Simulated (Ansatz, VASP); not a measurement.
BeS: VASP beside Ansatz

```
Be S
1.0
     0.00000    2.43431    2.43431
     2.43431    0.00000    2.43431
     2.43431    2.43431    0.00000
Be S
1 1
Direct
  0.00000 0.00000 0.00000
  0.25000 0.25000 0.25000
```

Alike in both runs: task single point; functional PBEsol; dispersion D4; k mesh 6 × 6 × 6; no spin polarisation.

```csv
,VASP,Ansatz
version,VASP 6.6.1,Ansatz 0.2.0
potentials or method,"VASP PAW PBE potentials, release 64 (Be, S)",plane waves
plane-wave cutoff (eV),600,420
occupations,"gaussian, width 0.01 eV",fixed
valence electrons in the cell,8,8
```

|  | VASP | Ansatz | Ansatz less VASP |
| --- | --- | --- | --- |
| gap on the k mesh at the Fermi level (eV) | 2.95 | 2.95 | -0.003 |
| pressure (GPa) | -3.1 | -3.2 | -0.18 |

VASP's potentials were made for PBE, not for PBEsol.
